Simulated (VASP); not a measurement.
Set up this calculation in VASP 6.6.1, as the native input.

```
Task                   : single point
Functional             : r2SCAN
Potentials or basis    : VASP PAW PBE potentials, release 64 (B, Ga_d, As)
Cutoff                 : 520 eV
k mesh                 : 6 × 6 × 4
Occupations            : fermi-dirac, width 0.02 eV
Spin                   : no spin polarisation
Dipole correction      : no
Further INCAR settings : ALGO = Normal; EDIFF = 1e-06; NBANDS = 41
```

The system is Ga3BAs4.

```
B Ga As
1.0
     6.38312   -1.92267    0.02139
     6.38312    1.92267    0.02139
    -1.13858    0.00000    6.60599
B Ga As
1 3 4
Direct
  0.99882 0.99882 0.99492
  0.49929 0.49929 0.50123
  0.25378 0.25378 0.76216
  0.74653 0.74653 0.23745
  0.55249 0.55249 0.15610
  0.05964 0.05964 0.71878
  0.83314 0.83314 0.94341
  0.30630 0.30630 0.43594
```

The input as run:

POSCAR

```
Ga3BAs4
1.0
    6.3831190878     -1.9226662545      0.0213858850
    6.3831190878      1.9226662545      0.0213858850
   -1.1385800566      0.0000000000      6.6059873520
B Ga As
1 3 4
Direct
   -0.0011779064     -0.0011779064     -0.0050767157
    0.4992943101      0.4992943101      0.5012344744
    0.2537843049      0.2537843049      0.7621614972
    0.7465296413      0.7465296413      0.2374488141
    0.5524874275      0.5524874275      0.1560977586
    0.0596428450      0.0596428450      0.7187820155
    0.8331380648      0.8331380648      0.9434072909
    0.3063013127      0.3063013127      0.4359448650
```

INCAR.step1

```
PREC = Accurate
ENCUT = 520
ISMEAR = -1
SIGMA = 0.02
LREAL = False
LASPH = True
NELM = 80
NBANDS = 41
GGA = PE
ALGO = Normal
EDIFF = 1E-4
LWAVE = True
LCHARG = False
```

INCAR.step2

```
PREC = Accurate
ENCUT = 520
EDIFF = 1E-6
ISMEAR = -1
SIGMA = 0.02
LREAL = False
LASPH = True
NELM = 80
ALGO = Normal
ISIF = 2
LWAVE = False
LCHARG = False
METAGGA = R2SCAN
LMIXTAU = True
NBANDS = 41
ISTART = 1
```

KPOINTS

```
Automatic mesh
0
Gamma
  6 6 4
```

Potentials or basis: VASP PAW PBE potentials, release 64 (B, Ga_d, As).

Launch:

```console
$ cat potpaw_PBE.64/B/POTCAR potpaw_PBE.64/Ga_d/POTCAR potpaw_PBE.64/As/POTCAR > POTCAR
$ cp INCAR.step1 INCAR
$ mpirun -np 1 vasp_std > vasp.out
$ cp INCAR.step2 INCAR
$ mpirun -np 1 vasp_std > vasp.out
```

Results of the run:

```
Pressure               : 0.1 GPa
Largest force          : 0.013 eV/Å
Band gap on the k mesh : 0.67 eV
```

Caveat: semilocal functionals underestimate gaps, and a narrow one can read as zero; the PAW data sets were made with another functional, which shifts forces and pressure a little.

Run time: 17 min on 1 thread of AMD EPYC 9R45 96-Core Processor (Zen 5) (shared host), peak memory 0.51 GiB.
